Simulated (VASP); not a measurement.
# AgBr (Fm-3m) in VASP: single point with r2SCAN

Aim: the single point of AgBr with r2SCAN.

All numbers are computed with VASP 6.6.1; they aren't measurements. Logs are shortened: lines on timing, memory, paths and dates and some standing lists are left out, and cuts for length are marked.

### Step 1. The cell of the first run

The structure is cubic, space group Fm-3m (No. 225). The conventional cell has a = 5.770 Å, b = 5.770 Å, c = 5.770 Å, α = 90.00°, β = 90.00°, γ = 90.00°. Ag (site symmetry m-3m) has 6 Br at 2.88 Å within 3.8 Å. Within 3.8 Å of Br (site symmetry m-3m) lie 6 Ag at 2.88 Å.

### Step 2. Single point, r2SCAN

POSCAR

```
AgBr
1.0
    0.0000000000      2.8849860000      2.8849860000
    2.8849860000      0.0000000000      2.8849860000
    2.8849860000      2.8849860000      0.0000000000
Ag Br
1 1
Direct
    0.5000000000      0.5000000000      0.5000000000
    0.0000000000      0.0000000000      0.0000000000
```

INCAR.step1

```
ALGO = Normal ; EDIFF = 1E-5
ENCUT = 550 ; GGA = PE
GGA_COMPAT = False ; ISMEAR = -1
LASPH = True ; LCHARG = False
LREAL = False ; LWAVE = True
NBANDS = 16 ; NELM = 120
PREC = Accurate ; SIGMA = 0.1
```

INCAR.step2

```
ALGO = Normal ; EDIFF = 1E-6
ENCUT = 550 ; GGA_COMPAT = False
ISIF = 2 ; ISMEAR = -1
ISTART = 1 ; LASPH = True
LCHARG = False ; LMIXTAU = True
LREAL = False ; LWAVE = False
METAGGA = R2SCAN ; NBANDS = 16
NELM = 120 ; PREC = Accurate
SIGMA = 0.1
```

KPOINTS

```
k-points
0
Gamma
  8 8 8
```

Potentials or basis: VASP PAW PBE potentials, release 64 (Ag, Br).

Command:

```console
cat potpaw_PBE.64/Ag/POTCAR potpaw_PBE.64/Br/POTCAR > POTCAR
cp INCAR.step1 INCAR
mpirun -np 1 vasp_std > vasp.out
cp INCAR.step2 INCAR
mpirun -np 1 vasp_std > vasp.out
```

OUTCAR:

```text
EDIFF = 1E-6
   ENCUT = 550
   ISIF = 2
   ISMEAR = -1
   ISTART = 1
   LASPH = True
   LREAL = False
   METAGGA = R2SCAN
   NELM = 120
   PREC = Accurate

 ion  position               nearest neighbor table
   1  0.500  0.500  0.500-   2 2.88   2 2.88   2 2.88   2 2.88   2 2.88   2 2.88
   2  0.000  0.000  0.000-   1 2.88   1 2.88   1 2.88   1 2.88   1 2.88   1 2.88

  LATTYP: Found a face centered cubic cell.
 ALAT       =     5.7699720000

  Lattice vectors:

 A1 = (   0.0000000000,   2.8849860000,   2.8849860000)
 A2 = (   2.8849860000,   0.0000000000,   2.8849860000)
 A3 = (   2.8849860000,   2.8849860000,   0.0000000000)

Analysis of symmetry for initial positions (statically):
=====================================================================
 Subroutine PRICEL returns:
 Original cell was already a primitive cell.

 Routine SETGRP: Setting up the symmetry group for a
 face centered cubic supercell.

 Subroutine GETGRP returns: Found 48 space group operations
 (whereof 48 operations were pure point group operations)
 out of a pool of 48 trial point group operations.

The static configuration has the point symmetry O_h .

Analysis of symmetry for dynamics (positions and initial velocities):
=====================================================================
 Subroutine PRICEL returns:
 Original cell was already a primitive cell.

 Routine SETGRP: Setting up the symmetry group for a
 face centered cubic supercell.

 Subroutine GETGRP returns: Found 48 space group operations
 (whereof 48 operations were pure point group operations)
 out of a pool of 48 trial point group operations.

The dynamic configuration has the point symmetry O_h .

 Subroutine INISYM returns: Found 48 space group operations
 (whereof 48 operations are pure point group operations),
 and found     1 'primitive' translations

----------------------------------------------------------------------------------------

                                     Primitive cell

  volume of cell :      48.0243

  direct lattice vectors                    reciprocal lattice vectors
     0.000000000  2.884986000  2.884986000    -0.173311066  0.173311066  0.173311066
     2.884986000  0.000000000  2.884986000     0.173311066 -0.173311066  0.173311066
     2.884986000  2.884986000  0.000000000     0.173311066  0.173311066 -0.173311066

  length of vectors
     4.079986328  4.079986328  4.079986328     0.300183572  0.300183572  0.300183572

  position of ions in fractional coordinates (direct lattice)
     0.500000000  0.500000000  0.500000000
     0.000000000  0.000000000  0.000000000

  ion indices of the primitive-cell ions
   primitive index   ion index
                 1           1
                 2           2

----------------------------------------------------------------------------------------

 KPOINTS: k-points

Automatic generation of k-mesh.
 Grid dimensions read from file:
 generate k-points for:    8    8    8

 Generating k-lattice:

  Cartesian coordinates                     Fractional coordinates (reciprocal lattice)
    -0.021663883  0.021663883  0.021663883     0.125000000  0.000000000  0.000000000
     0.021663883 -0.021663883  0.021663883     0.000000000  0.125000000  0.000000000
     0.021663883  0.021663883 -0.021663883     0.000000000  0.000000000  0.125000000

  Length of vectors
     0.037522947  0.037522947  0.037522947

  Shift w.r.t. Gamma in fractional coordinates (k-lattice)
     0.000000000  0.000000000  0.000000000

 Subroutine IBZKPT returns following result:
 ===========================================

 Found     29 irreducible k-points:

 Following reciprocal coordinates:
            Coordinates               Weight
  0.000000  0.000000  0.000000      1.000000
  0.125000  0.000000  0.000000      8.000000
  0.250000  0.000000  0.000000      8.000000
  0.375000  0.000000  0.000000      8.000000
  0.500000  0.000000  0.000000      4.000000
  0.125000  0.125000  0.000000      6.000000
[... 16 lines left out ...]
  0.500000  0.250000  0.125000     48.000000
 -0.375000  0.250000  0.125000     24.000000
 [... further k-points ...]
   k-points           NKPTS =     29   k-points in BZ     NKDIM =     29   number of bands    NBANDS=     16
   number of dos      NEDOS =    301   number of ions     NIONS =      2
   total plane-waves  NPLWV =  32768
   dimension x,y,z NGX =    32 NGY =   32 NGZ =   32
   dimension x,y,z NGXF=    64 NGYF=   64 NGZF=   64
   ions per type =               1   1
   NGX,Y,Z   is equivalent  to a cutoff of  13.04, 13.04, 13.04 a.u.
   NGXF,Y,Z  is equivalent  to a cutoff of  26.08, 26.08, 26.08 a.u.
 SYSTEM =  unknown system
   PREC   = accura    normal or accurate (medium, high low for compatibility)
   ISTART =      1    job   : 0-new  1-cont  2-samecut
   ICHARG =      0    charge: 1-file 2-atom 10-const
   ISPIN  =      1    spin polarized calculation?
   LNONCOLLINEAR =      F non collinear calculations
   LSORBIT =      F    spin-orbit coupling
   LASPH  =      T    aspherical Exc in radial PAW
   ENCUT  =  550.0 eV  40.42 Ry    6.36 a.u.   7.80  7.80  7.80*2*pi/ulx,y,z
   NELM   =    120;   NELMIN=  2; NELMDL=  0     # of ELM steps
   EDIFF  = 0.1E-05   stopping-criterion for ELM
   LREAL  =      F    real-space projection
   EDIFFG = 0.1E-04   stopping-criterion for IOM
   NSW    =      0    number of steps for IOM
   IBRION =     -1    ionic relax: 0-MD 1-quasi-New 2-CG
   NFREE  =      0    steps in history (QN), initial steepest desc. (CG)
   ISIF   =      2    stress and relaxation
   ISYM   =      2    0-nonsym 1-usesym 2-fastsym
   POTIM  = 0.5000    time-step for ionic-motion
   TEBEG  =    0.0;   TEEND  =   0.0 temperature during run
   PSTRESS=    0.0 pullay stress
   NELECT =      18.0000    total number of electrons
   NUPDOWN=      -1.0000    fix difference up-down
   EMIN   =  10.00;   EMAX   =-10.00  energy-range for DOS
   EFERMI =   0.00;   METHOD = LEGACY
   ISMEAR =    -1;   SIGMA  =   0.10  broadening in eV -4-tet -1-fermi 0-gaus
   EFERMI_NEDOS =   21; number of points for ismear=-14 and -15
   IALGO  =     38    algorithm
   IMIX   =      4    mixing-type and parameters
     AMIX     =   0.40;   BMIX     =  1.00
     AMIX_MAG =   1.60;   BMIX_MAG =  1.00
  volume/ion in A,a.u.               =      24.01       162.04
  Fermi-wavevector in a.u.,A,eV,Ry     =   1.180353  2.230544 18.956093  1.393234
  Thomas-Fermi vector in A             =   2.316647
   LORBIT       =      0    0 simple, 1 ext, 2 COOP (PROOUT), +10 PAW based schemes
   METAGGA = R2SCAN    functional components
   LHFCALC =     F    Hartree Fock is set to
   AEXX    =    0.0000 exact exchange contribution
   IVDW    =     0    specifies the selected vdW correction
   LEPSILON=     F    determine dielectric tensor
   LRPA    =     F    only Hartree local field effects (RPA)
 non-spin polarized calculation
  energy-cutoff  :      550.00
  volume of cell :       48.02
 maximum number of plane-waves:      1424
   NGX = 15   NGY = 15   NGZ = 15

 number of electron      17.9999999 magnetization

 Free energy of the ion-electron system (eV)
  ---------------------------------------------------
  ext. energy  EPLUGINS =         0.00000000
  ---------------------------------------------------
  free energy    TOTEN  =       -35.51394078 eV

  energy without entropy =      -35.51387096  energy(sigma->0) =      -35.51390587

 E-fermi :   3.9304     XC(G=0): -10.2870

 val. band max:        3.1296427651   @ k =   0.5000   0.0000   0.0000
 cond. band min:       4.3753354404   @ k =   0.0000   0.0000   0.0000
 fundamental gap:      1.2456926752
 Fermi energy:         3.9304351994

 k-point     1 :       0.0000    0.0000    0.0000
  band No.  band energies     occupation
      1     -12.3760      2.00000
      2       0.4164      2.00000
      3       0.4164      2.00000
      4       0.4164      2.00000
      5       0.4237      2.00000
      6       0.4237      2.00000
[... 8 lines left out ...]
     15      15.7255      0.00000
     16      15.7255      0.00000

 k-point     2 :       0.1250    0.0000    0.0000
  band No.  band energies     occupation
      1     -12.3170      2.00000
      2      -0.0166      2.00000
      3      -0.0166      2.00000
      4       0.0370      2.00000
      5       0.4578      2.00000
      6       0.4578      2.00000
[... 8 lines left out ...]
     15      14.7071      0.00000
     16      15.0975      0.00000

 k-point     3 :       0.2500    0.0000    0.0000
  band No.  band energies     occupation
      1     -12.1686      2.00000
      2      -0.9614      2.00000
      3      -0.5513      2.00000
      4      -0.5513      2.00000
      5       0.5582      2.00000
      6       0.5582      2.00000
[... 8 lines left out ...]
     15      15.0839      0.00000
     16      15.0839      0.00000

 k-point     4 :       0.3750    0.0000    0.0000
  band No.  band energies     occupation
      1     -12.0106      2.00000
      2      -1.7732      2.00000
      3      -0.9052      2.00000
      4      -0.9052      2.00000
      5       0.6619      2.00000
      6       0.6619      2.00000
[... 8 lines left out ...]
     15      16.1633      0.00000
     16      16.1633      0.00000
[... 324 lines left out ...]
 k-point    22 :       0.3750    0.2500    0.1250
  band No.  band energies     occupation
      1     -12.0753      2.00000
      2      -1.3830      2.00000
      3      -0.6129      2.00000
      4      -0.2212      2.00000
      5       0.5076      2.00000
      6       0.6468      2.00000
[... 8 lines left out ...]
     15      17.2088      0.00000
     16      17.8617      0.00000

 k-point    23 :       0.5000    0.2500    0.1250
  band No.  band energies     occupation
      1     -11.9606      2.00000
      2      -1.5913      2.00000
      3      -0.9056      2.00000
      4      -0.6202      2.00000
      5       0.5986      2.00000
      6       0.7130      2.00000
[... 8 lines left out ...]
     15      17.5585      0.00000
     16      17.8461      0.00000

 k-point    24 :      -0.3750    0.2500    0.1250
  band No.  band energies     occupation
      1     -11.9117      2.00000
      2      -1.6529      2.00000
      3      -0.9338      2.00000
      4      -0.9083      2.00000
      5       0.6615      2.00000
      6       0.7128      2.00000
[... 8 lines left out ...]
     15      16.4087      0.00000
     16      18.1327      0.00000

 [... further k-points ...]

------------------------ aborting loop because EDIFF is reached ----------------------------------------

  FORCE on cell =-STRESS in cart. coord.  units (eV):
  Direction    XX          YY          ZZ          XY          YZ          ZX
  --------------------------------------------------------------------------------------
  -------------------------------------------------------------------------------------
  Total        0.0926542      0.0926542      0.0926542     -0.0000000     -0.0000000     -0.0000000
  in kB        3.0911100      3.0911100      3.0911100     -0.0000000     -0.0000000     -0.0000000
  external PRESSURE =       3.0911100 kB  Pullay stress =       0.0000000 kB

 VOLUME and BASIS-vectors are now :
 -----------------------------------------------------------------------------
  energy-cutoff  :      550.00
  volume of cell :       48.02
      direct lattice vectors                 reciprocal lattice vectors
     0.000000000  2.884986000  2.884986000    -0.173311066  0.173311066  0.173311066
     2.884986000  0.000000000  2.884986000     0.173311066 -0.173311066  0.173311066
     2.884986000  2.884986000  0.000000000     0.173311066  0.173311066 -0.173311066

 POSITION                                       TOTAL-FORCE (eV/Angst)
 -----------------------------------------------------------------------------------
      2.88499      2.88499      2.88499        -0.000000     -0.000000      0.000000
      0.00000      0.00000      0.00000         0.000000      0.000000      0.000000
 -----------------------------------------------------------------------------------
    total drift:                                0.000000     -0.000000      0.000000

  FREE ENERGIE OF THE ION-ELECTRON SYSTEM (eV)
  ---------------------------------------------------
  free  energy   TOTEN  =       -35.5139407752 eV

  energy  without entropy=      -35.5138709601  energy(sigma->0) =      -35.51390587
```

Run time: 1.8 min. Hardware: 1 thread of Intel Xeon 8259CL, shared host; peak memory 0.2 GiB.

What came out:

```yaml
Free_energy: -35.5139 eV
Pressure: 0.3 GPa
Band_gap_on_the_k_mesh: 1.25 eV (least direct gap 3.22 eV)
```

Caveat: the PAW data sets were made with another functional, which shifts forces and pressure a little.
